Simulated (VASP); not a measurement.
# BaTiO3 (Pm-3m) in VASP: settings compared, part 3 of 3

VASP 6.6.1. Earlier steps stand in the parts before.

## Step 4: Single point, r2SCAN

This run uses another cell than the first one, of 12.74 Å³/atom.

Input file POSCAR:

```
BaTiO3
1.0
    3.9940959787      0.0000000000      0.0000000000
    0.0000000000      3.9940959787      0.0000000000
    0.0000000000      0.0000000000      3.9940959787
Ba Ti O
1 1 3
Direct
    0.5000000000      0.5000000000      0.5000000000
    0.0000000000      0.0000000000      0.0000000000
    0.5000000000      0.0000000000      0.0000000000
    0.0000000000      0.5000000000      0.0000000000
    0.0000000000      0.0000000000      0.5000000000
```

Input file INCAR.step1:

```
ALGO = Normal ; EDIFF = 1E-4
ENCUT = 520 ; GGA = PE
ISMEAR = 0 ; LASPH = T
LCHARG = F ; LREAL = F
LWAVE = T ; NBANDS = 28
NELM = 60 ; PREC = Accurate
SIGMA = 0.01
```

Input file INCAR.step2:

```
ALGO = Normal ; EDIFF = 1E-7
ENCUT = 520 ; ISIF = 2
ISMEAR = 0 ; ISTART = 1
LASPH = T ; LCHARG = T
LELF = T ; LMIXTAU = T
LREAL = F ; LVHAR = T
LWAVE = F ; METAGGA = R2SCAN
NBANDS = 28 ; NELM = 60
PREC = Accurate ; SIGMA = 0.01
```

Input file KPOINTS:

```
k-points
0
Gamma
  6 6 6
```

Potentials or basis: VASP PAW PBE potentials, release 64 (Ba_sv, Ti_sv, O).

Run with:

```
> cat potpaw_PBE.64/Ba_sv/POTCAR potpaw_PBE.64/Ti_sv/POTCAR potpaw_PBE.64/O/POTCAR > POTCAR
> cp INCAR.step1 INCAR
> mpirun -np 1 vasp_std > vasp.out
> cp INCAR.step2 INCAR
> mpirun -np 1 vasp_std > vasp.out
```

OUTCAR:

```text
EDIFF = 1E-7
   ENCUT = 520
   ISIF = 2
   ISMEAR = 0
   ISTART = 1
   LASPH = T
   LREAL = F
   METAGGA = R2SCAN
   NELM = 60
   PREC = Accurate

 ion  position               nearest neighbor table
   1  0.500  0.500  0.500-   3 2.82   4 2.82   5 2.82   3 2.82   4 2.82   3 2.82   5 2.82   3 2.82
                             4 2.82   5 2.82   4 2.82   5 2.82   2 3.46   2 3.46   2 3.46   2 3.46
   2  0.000  0.000  0.000-   3 2.00   4 2.00   5 2.00   5 2.00   4 2.00   3 2.00   1 3.46   1 3.46
                             1 3.46   1 3.46   1 3.46   1 3.46   1 3.46   1 3.46
   3  0.500  0.000  0.000-   2 2.00   2 2.00   1 2.82   1 2.82   1 2.82   1 2.82
   4  0.000  0.500  0.000-   2 2.00   2 2.00   1 2.82   1 2.82   1 2.82   1 2.82
   5  0.000  0.000  0.500-   2 2.00   2 2.00   1 2.82   1 2.82   1 2.82   1 2.82

  LATTYP: Found a simple cubic cell.
 ALAT       =     3.9940959787

  Lattice vectors:

 A1 = (   3.9940959787,   0.0000000000,   0.0000000000)
 A2 = (   0.0000000000,   3.9940959787,   0.0000000000)
 A3 = (   0.0000000000,   0.0000000000,   3.9940959787)

Analysis of symmetry for initial positions (statically):
=====================================================================
 Subroutine PRICEL returns:
 Original cell was already a primitive cell.

 Routine SETGRP: Setting up the symmetry group for a
 simple cubic supercell.

 Subroutine GETGRP returns: Found 48 space group operations
 (whereof 48 operations were pure point group operations)
 out of a pool of 48 trial point group operations.

The static configuration has the point symmetry O_h .

Analysis of symmetry for dynamics (positions and initial velocities):
=====================================================================
 Subroutine PRICEL returns:
 Original cell was already a primitive cell.

 Routine SETGRP: Setting up the symmetry group for a
 simple cubic supercell.

 Subroutine GETGRP returns: Found 48 space group operations
 (whereof 48 operations were pure point group operations)
 out of a pool of 48 trial point group operations.

The dynamic configuration has the point symmetry O_h .

 Subroutine INISYM returns: Found 48 space group operations
 (whereof 48 operations are pure point group operations),
 and found     1 'primitive' translations

----------------------------------------------------------------------------------------

                                     Primitive cell

  volume of cell :      63.7170

  direct lattice vectors                    reciprocal lattice vectors
     3.994095979  0.000000000  0.000000000     0.250369547  0.000000000  0.000000000
     0.000000000  3.994095979  0.000000000     0.000000000  0.250369547  0.000000000
     0.000000000  0.000000000  3.994095979     0.000000000  0.000000000  0.250369547

  length of vectors
     3.994095979  3.994095979  3.994095979     0.250369547  0.250369547  0.250369547

  position of ions in fractional coordinates (direct lattice)
     0.500000000  0.500000000  0.500000000
     0.000000000  0.000000000  0.000000000
     0.500000000  0.000000000  0.000000000
     0.000000000  0.500000000  0.000000000
     0.000000000  0.000000000  0.500000000

  ion indices of the primitive-cell ions
   primitive index   ion index
[... 29 lines left out ...]

 Found     20 irreducible k-points:

 Following reciprocal coordinates:
            Coordinates               Weight
  0.000000  0.000000  0.000000      1.000000
  0.166667  0.000000  0.000000      6.000000
  0.333333  0.000000  0.000000      6.000000
  0.500000  0.000000  0.000000      3.000000
  0.166667  0.166667  0.000000     12.000000
  0.333333  0.166667  0.000000     24.000000
[... 12 lines left out ...]
  0.500000  0.500000  0.333333      6.000000
  0.500000  0.500000  0.500000      1.000000
   k-points           NKPTS =     20   k-points in BZ     NKDIM =     20   number of bands    NBANDS=     28
   number of dos      NEDOS =    301   number of ions     NIONS =      5
   total plane-waves  NPLWV =  27000
   dimension x,y,z NGX =    30 NGY =   30 NGZ =   30
   dimension x,y,z NGXF=    60 NGYF=   60 NGZF=   60
   ions per type =               1   1   3
   NGX,Y,Z   is equivalent  to a cutoff of  12.49, 12.49, 12.49 a.u.
   NGXF,Y,Z  is equivalent  to a cutoff of  24.97, 24.97, 24.97 a.u.
 SYSTEM =  unknown system
   PREC   = accura    normal or accurate (medium, high low for compatibility)
   ISTART =      1    job   : 0-new  1-cont  2-samecut
   ICHARG =      0    charge: 1-file 2-atom 10-const
   ISPIN  =      1    spin polarized calculation?
   LNONCOLLINEAR =      F non collinear calculations
   LSORBIT =      F    spin-orbit coupling
   LASPH  =      T    aspherical Exc in radial PAW
   ENCUT  =  520.0 eV  38.22 Ry    6.18 a.u.   7.43  7.43  7.43*2*pi/ulx,y,z
   NELM   =     60;   NELMIN=  2; NELMDL=  0     # of ELM steps
   EDIFF  = 0.1E-06   stopping-criterion for ELM
   LREAL  =      F    real-space projection
   EDIFFG = 0.1E-05   stopping-criterion for IOM
   NSW    =      0    number of steps for IOM
   IBRION =     -1    ionic relax: 0-MD 1-quasi-New 2-CG
   NFREE  =      0    steps in history (QN), initial steepest desc. (CG)
   ISIF   =      2    stress and relaxation
   ISYM   =      2    0-nonsym 1-usesym 2-fastsym
   POTIM  = 0.5000    time-step for ionic-motion
   TEBEG  =    0.0;   TEEND  =   0.0 temperature during run
   PSTRESS=    0.0 pullay stress
   NELECT =      40.0000    total number of electrons
   NUPDOWN=      -1.0000    fix difference up-down
   EMIN   =  10.00;   EMAX   =-10.00  energy-range for DOS
   EFERMI =   0.00;   METHOD = LEGACY
   ISMEAR =     0;   SIGMA  =   0.01  broadening in eV -4-tet -1-fermi 0-gaus
   EFERMI_NEDOS =   21; number of points for ismear=-14 and -15
   IALGO  =     38    algorithm
   IMIX   =      4    mixing-type and parameters
     AMIX     =   0.40;   BMIX     =  1.00
     AMIX_MAG =   1.60;   BMIX_MAG =  1.00
  volume/ion in A,a.u.               =      12.74        86.00
  Fermi-wavevector in a.u.,A,eV,Ry     =   1.401769  2.648959 26.734839  1.964955
  Thomas-Fermi vector in A             =   2.524597
   LORBIT       =      0    0 simple, 1 ext, 2 COOP (PROOUT), +10 PAW based schemes
   METAGGA = R2SCAN    functional components
   LHFCALC =     F    Hartree Fock is set to
   AEXX    =    0.0000 exact exchange contribution
   IVDW    =     0    specifies the selected vdW correction
   LEPSILON=     F    determine dielectric tensor
   LRPA    =     F    only Hartree local field effects (RPA)
 non-spin polarized calculation
 Gauss-broadening in eV      SIGMA  =   0.01
  energy-cutoff  :      520.00
  volume of cell :       63.72
 maximum number of plane-waves:      1743
 NGX is ok and might be reduce to    30
   NGX = 15   NGY = 15   NGZ = 15

 number of electron      39.9999976 magnetization

 Free energy of the ion-electron system (eV)
  ---------------------------------------------------
  ext. energy  EPLUGINS =         0.00000000
  ---------------------------------------------------
  free energy    TOTEN  =       -74.22989200 eV

  energy without entropy =      -74.22989200  energy(sigma->0) =      -74.22989200

 E-fermi :   3.7459     XC(G=0): -11.9552

 val. band max:        3.5810431319   @ k =   0.5000   0.5000   0.5000
 cond. band min:       5.7295963176   @ k =   0.0000   0.0000   0.0000
 fundamental gap:      2.1485531856
 Fermi energy:         3.7458800186

 k-point     1 :       0.0000    0.0000    0.0000
  band No.  band energies     occupation
      1     -55.2728      2.00000
      2     -30.4346      2.00000
      3     -30.4346      2.00000
      4     -30.4346      2.00000
      5     -21.8756      2.00000
      6     -14.2936      2.00000
[... 609 lines left out ...]
     27      11.7467      0.00000
     28      11.7467      0.00000

------------------------ aborting loop because EDIFF is reached ----------------------------------------

  FORCE on cell =-STRESS in cart. coord.  units (eV):
  Direction    XX          YY          ZZ          XY          YZ          ZX
  --------------------------------------------------------------------------------------
  -------------------------------------------------------------------------------------
  Total        0.7925521      0.7925521      0.7925521     -0.0000000      0.0000000      0.0000000
  in kB       19.9288820     19.9288820     19.9288820     -0.0000000      0.0000000      0.0000000
  external PRESSURE =      19.9288820 kB  Pullay stress =       0.0000000 kB

 VOLUME and BASIS-vectors are now :
 -----------------------------------------------------------------------------
  energy-cutoff  :      520.00
  volume of cell :       63.72
      direct lattice vectors                 reciprocal lattice vectors
     3.994095979  0.000000000  0.000000000     0.250369547  0.000000000  0.000000000
     0.000000000  3.994095979  0.000000000     0.000000000  0.250369547  0.000000000
     0.000000000  0.000000000  3.994095979     0.000000000  0.000000000  0.250369547

 POSITION                                       TOTAL-FORCE (eV/Angst)
 -----------------------------------------------------------------------------------
      1.99705      1.99705      1.99705         0.000000      0.000000      0.000000
      0.00000      0.00000      0.00000         0.000000      0.000000      0.000000
      1.99705      0.00000      0.00000         0.000000      0.000000      0.000000
      0.00000      1.99705      0.00000         0.000000      0.000000      0.000000
      0.00000      0.00000      1.99705         0.000000      0.000000      0.000000
 -----------------------------------------------------------------------------------
    total drift:                                0.000000     -0.000000      0.000000

  FREE ENERGIE OF THE ION-ELECTRON SYSTEM (eV)
  ---------------------------------------------------
  free  energy   TOTEN  =       -74.2298919980 eV

  energy  without entropy=      -74.2298919980  energy(sigma->0) =      -74.22989200
```

Wall time 5.1 min (1 thread of Intel Xeon 8259CL, shared host); peak memory 0.2 GiB.

Results:

```
Free energy            : -74.2299 eV
Pressure               : 2.0 GPa
Band gap on the k mesh : 2.15 eV (least direct gap 2.30 eV)
```

Caveat: the PAW data sets were made with another functional, which shifts forces and pressure a little; spin-orbit coupling is left out, which moves the levels of the heavy elements.

## Step 5: Relaxation of cell and atoms, PBE

This run uses another cell than the first one, of 12.86 Å³/atom.

Input file INCAR:

```
  PREC = Accurate
  ENCUT = 600
  EDIFF = 1E-6
  ISMEAR = -1
  SIGMA = 0.02
  LREAL = F
  LASPH = T
  NELM = 80
  ALGO = Normal
  ISIF = 3
  LWAVE = F
  LCHARG = F
  GGA = PE
  IBRION = 2
  NSW = 80
  EDIFFG = -0.005
```

Input file KPOINTS:

```
regular mesh
0
Gamma
  6 6 6
```

POSCAR, as its differences from that of step 4:

```diff
@@ -2,5 +2,5 @@
 1.0
-    3.9940959787      0.0000000000      0.0000000000
-    0.0000000000      3.9940959787      0.0000000000
-    0.0000000000      0.0000000000      3.9940959787
+    4.0060000000      0.0000000000      0.0000000000
+    0.0000000000      4.0060000000      0.0000000000
+    0.0000000000      0.0000000000      4.0060000000
 Ba Ti O
```

Run with:

```
> cat potpaw_PBE.64/Ba_sv/POTCAR potpaw_PBE.64/Ti_sv/POTCAR potpaw_PBE.64/O/POTCAR > POTCAR
> mpirun -np 1 vasp_std > vasp.out
```

Run time: 2 min. Hardware: 1 thread of Intel Xeon 8259CL, shared host; peak memory 0.21 GiB.

The run converged. Its results:

```
Free energy                           : -39.9892 eV
Relaxed volume                        : 13.11 Å³/atom
Relaxed cell                          : a = 4.032 Å, b = 4.032 Å, c = 4.032 Å, α = 90.00°, β = 90.00°, γ = 90.00°
Space group after relaxing (to 0.1 Å) : Pm-3m (No. 221)
Energy gained by relaxing             : 2.5 meV/atom
Ionic steps                           : 3
Pressure after relaxing               : 0.0 GPa
Band gap on the k mesh                : 1.70 eV (least direct gap 1.87 eV)
```

The path:
| step | energy change (eV) | largest force (eV/Å) | pressure (GPa) | volume (Å³) |
| --- | --- | --- | --- | --- |
| 1 | 0.0000 | 0.0000 | 3.27 | 64.29 |
| 2 | -0.0016 | 0.0000 | -2.84 | 66.76 |
| 3 | -0.0125 | 0.0000 | 0.00 | 65.55 |

Final structure:
```cif
data_structure
_symmetry_space_group_name_H-M 'P 1'
_symmetry_Int_Tables_number 1
_cell_length_a 4.0320
_cell_length_b 4.0320
_cell_length_c 4.0320
_cell_angle_alpha 90.000
_cell_angle_beta 90.000
_cell_angle_gamma 90.000
_cell_volume 65.55
loop_
_atom_site_label
_atom_site_type_symbol
_atom_site_fract_x
_atom_site_fract_y
_atom_site_fract_z
_atom_site_occupancy
Ba1 Ba 0.50000 0.50000 0.50000 1
Ti1 Ti 0.00000 0.00000 0.00000 1
O1 O 0.50000 0.00000 0.00000 1
O2 O 0.00000 0.50000 0.00000 1
O3 O 0.00000 0.00000 0.50000 1
```

Levels at points of the mesh, in eV from the valence-band top:
```csv
k point,band 17,band 18,band 19,band 20,band 21,band 22,band 23,band 24
"(0.00, 0.00, 0.00)",-1.06,-0.17,-0.17,-0.17,1.70,1.70,1.70,3.75
"(0.50, 0.00, 0.00)",-1.80,-1.80,-0.71,-0.71,1.85,3.37,3.37,3.76
"(0.50, 0.50, 0.00)",-1.73,-0.88,-0.88,-0.09,3.38,3.38,3.79,4.58
"(0.50, 0.50, 0.50)",-2.41,0.00,0.00,0.00,4.02,4.02,4.02,6.63
```

Caveat: spin-orbit coupling is left out, which moves the levels of the heavy elements.

## Step 6: Relaxation of cell and atoms, PBEsol

Input file INCAR:

```
PREC = Accurate
ENCUT = 600
EDIFF = 1E-6
ISMEAR = -1
SIGMA = 0.02
LREAL = False
LASPH = True
NELM = 80
ALGO = Normal
ISIF = 3
LWAVE = False
LCHARG = False
GGA = PS
IBRION = 2
NSW = 80
EDIFFG = -0.005
```

Input file KPOINTS:

```
Automatic mesh
0
Gamma
  6 6 6
```

POSCAR, as its differences from that of step 5:

```diff
@@ -2,5 +2,5 @@
 1.0
-    4.0060000000      0.0000000000      0.0000000000
-    0.0000000000      4.0060000000      0.0000000000
-    0.0000000000      0.0000000000      4.0060000000
+    4.0192506699      0.0000000000      0.0000000000
+    0.0000000000      4.0192506699      0.0000000000
+    0.0000000000      0.0000000000      4.0192506699
 Ba Ti O
```

Potentials or basis: VASP PAW PBE potentials, release 64 (Ba_sv, Ti_sv, O).

Run with:

```
> cat potpaw_PBE.64/Ba_sv/POTCAR potpaw_PBE.64/Ti_sv/POTCAR potpaw_PBE.64/O/POTCAR > POTCAR
> mpirun -np 1 vasp_std > vasp.out
```

Wall time 2 min (1 thread of Intel Xeon 8259CL, shared host); peak memory 0.21 GiB.

Results (log left out):

```yaml
Free_energy: -41.9900 eV
Relaxed_volume: 12.64 Å³/atom
Relaxed_cell: a = 3.983 Å, b = 3.983 Å, c = 3.983 Å, α = 90.00°, β = 90.00°, γ = 90.00°
Space_group_after_relaxing_to_0.1_Å: Pm-3m (No. 221)
Energy_gained_by_relaxing: 5.1 meV/atom
Ionic_steps: 3
Pressure_after_relaxing: 0.0 GPa
Band_gap_on_the_k_mesh: 1.73 eV (least direct gap 1.86 eV)
```

The path:
```tsv
step	energy change (eV)	largest force (eV/Å)	pressure (GPa)	volume (Å³)
1	0.0000	0.0000	-4.54	64.93
2	-0.0001	0.0000	5.02	61.53
3	-0.0254	0.0000	-0.01	63.19
```

Final structure:
```
Ba Ti O
1.0
     3.98314    0.00000    0.00000
     0.00000    3.98314    0.00000
     0.00000    0.00000    3.98314
Ba Ti O
1 1 3
Direct
  0.50000 0.50000 0.50000
  0.00000 0.00000 0.00000
  0.50000 0.00000 0.00000
  0.00000 0.50000 0.00000
  0.00000 0.00000 0.50000
```

Levels at points of the mesh, in eV from the valence-band top:
```csv
k point,band 18,band 19,band 20,band 21,band 22,band 23
"(0.00, 0.00, 0.00)",-0.13,-0.13,-0.13,1.73,1.73,1.73
"(0.50, 0.00, 0.00)",-1.87,-0.72,-0.72,1.90,3.56,3.56
"(0.50, 0.50, 0.00)",-0.87,-0.87,-0.09,3.57,3.57,3.99
"(0.50, 0.50, 0.50)",0.00,0.00,0.00,4.26,4.26,4.26
```

Caveat: the PAW data sets were made with another functional, which shifts forces and pressure a little; spin-orbit coupling is left out, which moves the levels of the heavy elements.

## Step 7: Summary

| task | level | cell | cutoff (eV) | smearing | gap on the mesh (eV) | pressure (GPa) | relaxed volume (Å³/atom) |
| --- | --- | --- | --- | --- | --- | --- | --- |
| single point | PBE | a = 4.019 Å, 5 atoms | 520 | fermi-dirac 0.02 eV | 1.72 | 1.7 | - |
| single point | r2SCAN | a = 3.994 Å, 5 atoms | 520 | fermi-dirac 0.02 eV | 2.15 | 2.0 | - |
| single point | r2SCAN | a = 3.994 Å, 5 atoms | 520 | gaussian 0.01 eV | 2.15 | 2.0 | - |
| relaxation of cell and atoms | PBE | relaxed from a = 4.006 Å, 5 atoms | 600 | fermi-dirac 0.02 eV | 1.70 | 0.0 | 13.11 |
| relaxation of cell and atoms | PBEsol | relaxed from a = 4.019 Å, 5 atoms | 600 | fermi-dirac 0.02 eV | 1.73 | 0.0 | 12.64 |

Alike in all rows: potentials or basis VASP PAW PBE potentials, release 64 (Ba_sv, Ti_sv, O); no spin polarisation; k mesh 6 × 6 × 6.

Caveats: spin-orbit coupling is left out, which moves the levels of the heavy elements; the PAW data sets were made with another functional, which shifts forces and pressure a little (at least some runs).

Total energies depend on the potentials used, so only differences within one code and one set of settings carry meaning.
